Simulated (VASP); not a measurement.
Ti2Os: single point with PBE

Ti2Os:

```
CELL_PARAMETERS angstrom
0.00000 2.74748 2.74748
2.74748 0.00000 2.74748
2.74748 2.74748 0.00000
ATOMIC_POSITIONS crystal
Ti 0.25000 0.25000 0.25000
Ti 0.75000 0.75000 0.75000
Os 0.00000 0.00000 0.00000
```

```
Program                : VASP 6.6.1
Task                   : single point
Functional             : PBE
Potentials or basis    : VASP PAW PBE potentials, release 64 (Ti_sv, Os)
Cutoff                 : 520 eV
k mesh                 : 6 × 6 × 6
Occupations            : gaussian, width 0.1 eV
Spin                   : no spin polarisation
Dipole correction      : no
Further INCAR settings : ALGO = Normal; EDIFF = 1e-06; NBANDS = 23
```

* Pressure: 75.6 GPa
* Band gap on the k mesh: zero (bands 16 and 17 overlap by 1.99 eV)

Levels at points of the mesh, in eV from the Fermi level:
```csv
k point,band 13,band 14,band 15,band 16,band 17,band 18,band 19,band 20
"(0.00, 0.00, 0.00)",-2.94,-2.94,-1.50,-1.50,-1.50,3.06,3.06,3.77
"(0.50, 0.00, 0.00)",-3.54,-3.49,-3.09,-0.01,-0.01,1.21,1.21,1.87
"(0.50, 0.50, 0.00)",-3.19,-2.76,-1.99,-1.26,1.29,1.29,2.88,3.09
```

Run time: 34 s on 1 thread of Intel Xeon 8259CL, on a shared host, peak memory 0.18 GiB.

Caveat: the cell stands under pressure; spin-orbit coupling is left out, which moves the levels of the heavy elements.
